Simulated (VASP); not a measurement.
# Pd (P6_3/mmc) in VASP: electric field gradients with PBEsol

Aim: the electric field gradients of Pd with PBEsol.

Program: VASP 6.6.1. These are calculated values, not measurements. Logs are shortened: lines on timing, memory, paths and dates and some standing lists are left out, and cuts for length are marked.

## Step 1: The cell of the first run

Symmetry: P6_3/mmc, No. 194, hexagonal system. The conventional cell has a = 2.798 Å, b = 2.798 Å, c = 4.533 Å, α = 90.00°, β = 90.00°, γ = 120.00°. Within 3.7 Å of Pd (site symmetry -6m2) lie 12 Pd at 2.78 to 2.80 Å.

## Step 2: Electric field gradients, PBEsol

Contents of INCAR:

```
SYSTEM = Pd
PREC = Accurate
ENCUT = 520
EDIFF = 1E-8
ISMEAR = -1
SIGMA = 0.05
LREAL = .FALSE.
LASPH = .TRUE.
NELM = 100
ALGO = Normal
ISIF = 2
LWAVE = .FALSE.
LCHARG = .FALSE.
GGA = PS
LEFG = .TRUE.
NBANDS = 17
```

Contents of KPOINTS:

```
Automatic mesh
0
G
  12 12 7
  0 0 0
```

Contents of POSCAR:

```
Pd
1.0
    2.7983685316      0.0000000000      0.0000000000
   -1.3991842658      2.4234582375      0.0000000000
    0.0000000000      0.0000000000      4.5333570212
Pd
2
Direct
    0.3333333333      0.6666666667      0.2500000000
    0.6666666667      0.3333333333      0.7500000000
```

Potentials or basis: VASP PAW PBE potentials, release 64 (Pd).

Run with:

```bash
$ cat potpaw_PBE.64/Pd/POTCAR > POTCAR
$ mpirun -np 1 vasp_std > vasp.out
```

OUTCAR:

```text
SYSTEM = Pd
   PREC = Accurate
   ENCUT = 520
   EDIFF = 1E-8
   ISMEAR = -1
   LREAL = .FALSE.
   LASPH = .TRUE.
   NELM = 100
   ISIF = 2
   GGA = PS

 ion  position               nearest neighbor table
   1  0.333  0.667  0.250-   2 2.78   2 2.78   2 2.78   2 2.78   2 2.78   2 2.78
   2  0.667  0.333  0.750-   1 2.78   1 2.78   1 2.78   1 2.78   1 2.78   1 2.78

  LATTYP: Found a hexagonal cell.
 ALAT       =     2.7983685316
 C/A-ratio  =     1.6200000000

  Lattice vectors:

 A1 = (   2.7983685316,   0.0000000000,   0.0000000000)
 A2 = (  -1.3991842658,   2.4234582375,   0.0000000000)
 A3 = (   0.0000000000,   0.0000000000,   4.5333570212)

Analysis of symmetry for initial positions (statically):
=====================================================================
 Subroutine PRICEL returns:
 Original cell was already a primitive cell.

 Routine SETGRP: Setting up the symmetry group for a
 hexagonal supercell.

 Subroutine GETGRP returns: Found 24 space group operations
 (whereof 12 operations were pure point group operations)
 out of a pool of 24 trial point group operations.

The static configuration has the point symmetry D_3d.
 The point group associated with its full space group is D_6h.

Analysis of symmetry for dynamics (positions and initial velocities):
=====================================================================
 Subroutine PRICEL returns:
 Original cell was already a primitive cell.

 Routine SETGRP: Setting up the symmetry group for a
 hexagonal supercell.

 Subroutine GETGRP returns: Found 24 space group operations
 (whereof 12 operations were pure point group operations)
 out of a pool of 24 trial point group operations.

The dynamic configuration has the point symmetry D_3d.
 The point group associated with its full space group is D_6h.

 Subroutine INISYM returns: Found 24 space group operations
 (whereof 12 operations are pure point group operations),
 and found     1 'primitive' translations

----------------------------------------------------------------------------------------

                                     Primitive cell

  volume of cell :      30.7440

  direct lattice vectors                    reciprocal lattice vectors
     2.798368532  0.000000000  0.000000000     0.357351074  0.206316739  0.000000000
    -1.399184266  2.423458237  0.000000000     0.000000000  0.412633477  0.000000000
     0.000000000  0.000000000  4.533357021     0.000000000  0.000000000  0.220587083

  length of vectors
     2.798368532  2.798368532  4.533357021     0.412633477  0.412633477  0.220587083

  position of ions in fractional coordinates (direct lattice)
     0.333333333  0.666666667  0.250000000
     0.666666667  0.333333333  0.750000000

  ion indices of the primitive-cell ions
   primitive index   ion index
                 1           1
                 2           2

----------------------------------------------------------------------------------------

 KPOINTS: Automatic mesh

Automatic generation of k-mesh.
 Grid dimensions read from file:
 generate k-points for:   12   12    7

 Generating k-lattice:

  Cartesian coordinates                     Fractional coordinates (reciprocal lattice)
     0.029779256  0.017193062  0.000000000     0.083333333  0.000000000  0.000000000
     0.000000000  0.034386123  0.000000000     0.000000000  0.083333333  0.000000000
     0.000000000  0.000000000  0.031512440     0.000000000  0.000000000  0.142857143

  Length of vectors
     0.034386123  0.034386123  0.031512440

  Shift w.r.t. Gamma in fractional coordinates (k-lattice)
     0.000000000  0.000000000  0.000000000

 Subroutine IBZKPT returns following result:
 ===========================================

 Found     76 irreducible k-points:

 Following reciprocal coordinates:
            Coordinates               Weight
  0.000000  0.000000  0.000000      1.000000
  0.083333  0.000000  0.000000      6.000000
  0.166667  0.000000  0.000000      6.000000
  0.250000  0.000000  0.000000      6.000000
  0.333333 -0.000000  0.000000      6.000000
  0.416667 -0.000000  0.000000      6.000000
[... 16 lines left out ...]
  0.250000  0.000000  0.142857     12.000000
  0.333333 -0.000000  0.142857     12.000000
 [... further k-points ...]
   k-points           NKPTS =     76   k-points in BZ     NKDIM =     76   number of bands    NBANDS=     17
   number of dos      NEDOS =    301   number of ions     NIONS =      2
   total plane-waves  NPLWV =  20736
   dimension x,y,z NGX =    24 NGY =   24 NGZ =   36
   dimension x,y,z NGXF=    48 NGYF=   48 NGZF=   72
   ions per type =               2
   NGX,Y,Z   is equivalent  to a cutoff of  14.26, 14.26, 13.20 a.u.
   NGXF,Y,Z  is equivalent  to a cutoff of  28.52, 28.52, 26.40 a.u.
 SYSTEM =  Pd
   PREC   = accura    normal or accurate (medium, high low for compatibility)
   ISTART =      0    job   : 0-new  1-cont  2-samecut
   ICHARG =      2    charge: 1-file 2-atom 10-const
   ISPIN  =      1    spin polarized calculation?
   LNONCOLLINEAR =      F non collinear calculations
   LSORBIT =      F    spin-orbit coupling
   LASPH  =      T    aspherical Exc in radial PAW
   ENCUT  =  520.0 eV  38.22 Ry    6.18 a.u.   5.20  5.20  8.43*2*pi/ulx,y,z
   NELM   =    100;   NELMIN=  2; NELMDL= -5     # of ELM steps
   EDIFF  = 0.1E-07   stopping-criterion for ELM
   LREAL  =      F    real-space projection
   EDIFFG = 0.1E-06   stopping-criterion for IOM
   NSW    =      0    number of steps for IOM
   IBRION =     -1    ionic relax: 0-MD 1-quasi-New 2-CG
   NFREE  =      0    steps in history (QN), initial steepest desc. (CG)
   ISIF   =      2    stress and relaxation
   ISYM   =      2    0-nonsym 1-usesym 2-fastsym
   POTIM  = 0.5000    time-step for ionic-motion
   TEBEG  =    0.0;   TEEND  =   0.0 temperature during run
   PSTRESS=    0.0 pullay stress
   NELECT =      20.0000    total number of electrons
   NUPDOWN=      -1.0000    fix difference up-down
   EMIN   =  10.00;   EMAX   =-10.00  energy-range for DOS
   EFERMI =   0.00;   METHOD = LEGACY
   ISMEAR =    -1;   SIGMA  =   0.05  broadening in eV -4-tet -1-fermi 0-gaus
   EFERMI_NEDOS =   21; number of points for ismear=-14 and -15
   IALGO  =     38    algorithm
   IMIX   =      4    mixing-type and parameters
     AMIX     =   0.40;   BMIX     =  1.00
     AMIX_MAG =   1.60;   BMIX_MAG =  1.00
  volume/ion in A,a.u.               =      15.37       103.74
  Fermi-wavevector in a.u.,A,eV,Ry     =   1.418507  2.680589 27.377114  2.012161
  Thomas-Fermi vector in A             =   2.539625
   LORBIT       =      0    0 simple, 1 ext, 2 COOP (PROOUT), +10 PAW based schemes
   GGA     = PS    functional components
   LHFCALC =     F    Hartree Fock is set to
   AEXX    =    0.0000 exact exchange contribution
   IVDW    =     0    specifies the selected vdW correction
   LEPSILON=     F    determine dielectric tensor
   LRPA    =     F    only Hartree local field effects (RPA)
 non-spin polarized calculation
  energy-cutoff  :      520.00
  volume of cell :       30.74
 maximum number of plane-waves:       840
 NGX is ok and might be reduce to    24
   NGX = 11   NGY = 11   NGZ = 17

 number of electron      20.0000001 magnetization

 Free energy of the ion-electron system (eV)
  ---------------------------------------------------
  ext. energy  EPLUGINS =         0.00000000
  ---------------------------------------------------
  free energy    TOTEN  =       -11.81788480 eV

  energy without entropy =      -11.76966740  energy(sigma->0) =      -11.79377610

 E-fermi :   8.9489     XC(G=0): -13.1224

 val. band max:        8.9424297795   @ k =   0.4167   0.1667   0.4286
 cond. band min:       8.9521767893   @ k =   0.3333   0.2500   0.2857
 fundamental gap:      0.0097470098
 Fermi energy:         8.9489202907

 k-point     1 :       0.0000    0.0000    0.0000
  band No.  band energies     occupation
      1       2.0152      2.00000
      2       3.9253      2.00000
      3       6.3245      2.00000
      4       6.3852      2.00000
      5       6.3852      2.00000
      6       6.7558      2.00000
[... 9 lines left out ...]
     16      28.3484      0.00000
     17      30.3214      0.00000

 k-point     2 :       0.0833    0.0000    0.0000
  band No.  band energies     occupation
      1       2.2291      2.00000
      2       4.0707      2.00000
      3       6.1000      2.00000
      4       6.5254      2.00000
      5       6.5809      2.00000
      6       6.7004      2.00000
[... 9 lines left out ...]
     16      28.2060      0.00000
     17      28.9742      0.00000
[... 421 lines left out ...]
 k-point    24 :       0.3333   -0.0000    0.1429
  band No.  band energies     occupation
      1       4.1240      2.00000
      2       4.4982      2.00000
      3       5.2215      2.00000
      4       5.8724      2.00000
      5       6.5173      2.00000
      6       6.5989      2.00000
[... 9 lines left out ...]
     16      23.8440      0.00000
     17      26.3877      0.00000

 [... further k-points ...]
[... 5 lines left out ...]
  --------------------------------------------------------------------------------------
  -------------------------------------------------------------------------------------
  Total       -1.9366959     -1.9366959     -1.2616595     -0.0000000      0.0000000      0.0000000
  in kB     -100.9279951   -100.9279951    -65.7494888     -0.0000000      0.0000000      0.0000000
  external PRESSURE =     -89.2018264 kB  Pullay stress =       0.0000000 kB

 VOLUME and BASIS-vectors are now :
 -----------------------------------------------------------------------------
  energy-cutoff  :      520.00
  volume of cell :       30.74
      direct lattice vectors                 reciprocal lattice vectors
     2.798368532  0.000000000  0.000000000     0.357351074  0.206316739  0.000000000
    -1.399184266  2.423458237  0.000000000     0.000000000  0.412633477  0.000000000
     0.000000000  0.000000000  4.533357021     0.000000000  0.000000000  0.220587083

 POSITION                                       TOTAL-FORCE (eV/Angst)
 -----------------------------------------------------------------------------------
     -0.00000      1.61564      1.13334         0.000000     -0.000000      0.000000
      1.39918      0.80782      3.40002        -0.000000      0.000000      0.000000
 -----------------------------------------------------------------------------------
    total drift:                               -0.000000      0.000000     -0.000000

  FREE ENERGIE OF THE ION-ELECTRON SYSTEM (eV)
  ---------------------------------------------------
  free  energy   TOTEN  =       -11.8178847999 eV

  energy  without entropy=      -11.7696674022  energy(sigma->0) =      -11.79377610

 Electric field gradients (V/A^2)
---------------------------------------------------------------------
 ion       V_xx      V_yy      V_zz      V_xy      V_xz      V_yz
---------------------------------------------------------------------
   1       2.811     2.811    -5.622     0.000     0.000    -0.000
   2       2.811     2.811    -5.622     0.000    -0.000     0.000
---------------------------------------------------------------------

 Electric field gradients after diagonalization (V/A^2)
 (convention: |V_zz| > |V_xx| > |V_yy|)
----------------------------------------------------------------------
 ion       V_xx      V_yy      V_zz     asymmetry (V_yy - V_xx)/ V_zz
----------------------------------------------------------------------
   1       2.812     2.810    -5.622       0.000
   2       2.812     2.810    -5.622       0.000
----------------------------------------------------------------------

           NMR quadrupolar parameters

 Cq : quadrupolar parameter    Cq=e*Q*V_zz/h
 eta: asymmetry parameters     (V_yy - V_xx)/ V_zz
 Q  : nuclear electric quadrupole moment in mb (millibarn)
----------------------------------------------------------------------
 ion       Cq(MHz)       eta       Q (mb)
----------------------------------------------------------------------
   1      -0.014       0.000       1.000
   2      -0.014       0.000       1.000
----------------------------------------------------------------------
```

Run time: 20 s. Hardware: 1 thread of AMD EPYC 9R45 (Zen 5), shared host; peak memory 0.14 GiB.

What came out:

```
Free energy            : -11.8179 eV
Pressure               : -8.9 GPa
Band gap on the k mesh : zero (band 10 reaches 9.11 eV, above the bottom of band 11 at 8.42 eV)
```

Stress tensor (GPa, compression positive):
```
-10.09   0.00   0.00
  0.00 -10.09   0.00
  0.00   0.00  -6.57
```

Electric field gradients, principal values (V/Å²):
```csv
atom,least,middle,greatest (by size)
1 Pd,2.810,2.812,-5.622
2 Pd,2.810,2.812,-5.622
```

Caveat: without QUAD_EFG the Cq values of the log hold for a quadrupole moment of 1 mb, not for the nuclei; the PAW data sets were made with another functional, which shifts forces and pressure a little.
